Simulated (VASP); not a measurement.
# Te2Mo in VASP: notebook, part 2 of 2

VASP 6.6.1.

**4. Single point, PBE+D3(BJ)**

INCAR reads:

```
SYSTEM = Te2Mo
PREC = Accurate ; ENCUT = 520
EDIFF = 1E-7 ; ISMEAR = 0
SIGMA = 0.05 ; LREAL = .False.
LASPH = .True. ; NELM = 100
ALGO = Normal ; ISIF = 2
LWAVE = .False. ; LCHARG = .False.
LDIPOL = .True. ; IDIPOL = 3
DIPOL = 0.5 0.5 0.402 ; GGA = PE
IVDW = 12 ; NBANDS = 35
```

KPOINTS reads:

```
regular mesh
0
Gamma
  9 9 1
  0 0 0
```

POSCAR reads:

```
Te2Mo
1.0
    3.5038817003      0.0000000000      0.0000000000
   -1.7519408501      3.0344505643      0.0000000000
    0.0000000000      0.0000000000     24.7677199090
Te Mo
4 2
Direct
    0.3333333333      0.6666666667      0.1816881011
    0.3333333333      0.6666666667      0.3284056823
    0.3333333333      1.0000000000      0.4749674172
    0.3333333333      1.0000000000      0.6216849983
    0.6666666667      0.3333333333      0.2550468917
    0.0000000000      1.3333333333      0.5483262077
```

Started as:

```sh
> cat potpaw_PBE.64/Te/POTCAR potpaw_PBE.64/Mo_sv/POTCAR > POTCAR
> mpirun -np 1 vasp_std > vasp.out
```

Run time: 22 min. Hardware: 1 thread of Oxide Virtual Turin-like, shared host; peak memory 0.54 GiB.

The run converged. Its results:

```
Free energy                : -38.7207 eV
Largest force              : 0.065 eV/Å
Band gap on the k mesh     : 1.10 eV, indirect (least direct gap 1.16 eV)
Dispersion energy per atom : -0.460 eV
```

Forces on the atoms (eV/Å):
```
Te   0.002  0.003  0.000
Te   0.021 -0.061  0.004
Te  -0.021  0.061 -0.004
Te  -0.002 -0.003  0.000
Mo   0.002 -0.030  0.000
Mo  -0.002  0.030  0.000
```

Levels at points of the mesh, in eV from the valence-band top:
```tsv
k point	band 22	band 23	band 24	band 25	band 26	band 27	band 28	band 29	band 30	band 31
(0.00, 0.00, 0.00)	-0.85	-0.84	-0.84	-0.73	-0.15	3.13	3.14	3.20	3.20	3.42
```

Caveat: spin-orbit coupling is left out, which moves the levels of the heavy elements.

**5. Single point, PBE+D3(BJ)**

INCAR reads:

```
PREC = Accurate
ENCUT = 520
EDIFF = 1E-7
ISMEAR = 0
SIGMA = 0.05
LREAL = F
LASPH = T
NELM = 80
ALGO = Normal
ISIF = 2
LWAVE = F
LCHARG = F
LDIPOL = T
IDIPOL = 3
DIPOL = 0.5 0.5 0.402
GGA = PE
IVDW = 12
NBANDS = 35
```

KPOINTS reads:

```
regular mesh
0
Gamma
  9 9 1
```

POSCAR reads:

```
Te2Mo
1.0
    3.5038817003      0.0000000000      0.0000000000
   -1.7519408501      3.0344505643      0.0000000000
    0.0000000000      0.0000000000     24.7677199090
Te Mo
4 2
Direct
    0.3333333333      0.6666666667      0.1816881011
    0.3333333333      0.6666666667      0.3284056823
    0.3333333333      0.8333333333      0.4749674172
    0.3333333333      0.8333333333      0.6216849983
    0.6666666667      0.3333333333      0.2550468917
    0.0000000000      1.1666666667      0.5483262077
```

Potentials or basis: VASP PAW PBE potentials, release 64 (Te, Mo_sv).

Started as:

```sh
> cat potpaw_PBE.64/Te/POTCAR potpaw_PBE.64/Mo_sv/POTCAR > POTCAR
> mpirun -np 1 vasp_std > vasp.out
```

OUTCAR:

```text
PREC = Accurate
   ENCUT = 520
   EDIFF = 1E-7
   ISMEAR = 0
   LREAL = F
   LASPH = T
   NELM = 80
   ISIF = 2
   GGA = PE
   IVDW = 12
 IVDW          = 12

 ion  position               nearest neighbor table
   1  0.333  0.667  0.182-   5 2.72   5 2.72   5 2.72   2 3.63
   2  0.333  0.667  0.328-   5 2.72   5 2.72   5 2.72   1 3.63   3 3.68
   3  0.333  0.833  0.475-   6 2.72   6 2.72   6 2.72   4 3.63   2 3.68
   4  0.333  0.833  0.622-   6 2.72   6 2.72   6 2.72   3 3.63
   5  0.667  0.333  0.255-   1 2.72   2 2.72   1 2.72   2 2.72   1 2.72   2 2.72
   6  0.000  0.167  0.548-   3 2.72   3 2.72   3 2.72   4 2.72   4 2.72   4 2.72

  LATTYP: Found a hexagonal cell.
 ALAT       =     3.5038817003
 C/A-ratio  =     7.0686518631
[... 1129 lines left out ...]
  Total      -0.13123    -0.19746     0.62843    -0.04947     0.39094    -0.18077
  in kB      -0.79841    -1.20137     3.82342    -0.30099     2.37852    -1.09985
  external pressure =        0.61 kB  Pullay stress =        0.00 kB

 VOLUME and BASIS-vectors are now :
 -----------------------------------------------------------------------------
  energy-cutoff  :      520.00
  volume of cell :      263.34
      direct lattice vectors                 reciprocal lattice vectors
     3.503881700  0.000000000  0.000000000     0.285397763  0.164774475  0.000000000
    -1.751940850  3.034450564  0.000000000     0.000000000  0.329548951  0.000000000
     0.000000000  0.000000000 24.767719909     0.000000000  0.000000000  0.040375134

 POSITION                                       TOTAL-FORCE (eV/Angst)
 -----------------------------------------------------------------------------------
     -0.00000      2.02297      4.50000         0.000250      0.002161      0.003489
     -0.00000      2.02297      8.13386         0.029821     -0.060357     -0.128693
     -0.29199      2.52871     11.76386        -0.029821      0.060357      0.128693
     -0.29199      2.52871     15.39772        -0.000250     -0.002161     -0.003489
      1.75194      1.01148      6.31693         0.009822     -0.027393     -0.035086
     -0.29199      0.50574     13.58079        -0.009822      0.027393      0.035086
 -----------------------------------------------------------------------------------
    total drift:                               -0.000006      0.000008      0.000046

  FREE ENERGIE OF THE ION-ELECTRON SYSTEM (eV)
  ---------------------------------------------------
  free  energy   TOTEN  =       -38.6619440486 eV

  energy  without entropy=      -38.6619440486  energy(sigma->0) =      -38.66194405

 vacuum level on the upper side and lower side of the slab         7.226         7.226
```

It took 17 min on 1 thread of Oxide Virtual Turin-like, shared host; peak memory 0.53 GiB.

What came out:

- Free energy: -38.6619 eV
- Largest force: 0.145 eV/Å
- Band gap on the k mesh: 1.10 eV, indirect (least direct gap 1.17 eV)
- Dispersion energy per atom: -0.459 eV

Forces in eV/Å, atoms in the order of the input:
```
Te   0.000  0.002  0.003
Te   0.030 -0.060 -0.129
Te  -0.030  0.060  0.129
Te   0.000 -0.002 -0.003
Mo   0.010 -0.027 -0.035
Mo  -0.010  0.027  0.035
```

Caveat: spin-orbit coupling is left out, which moves the levels of the heavy elements.
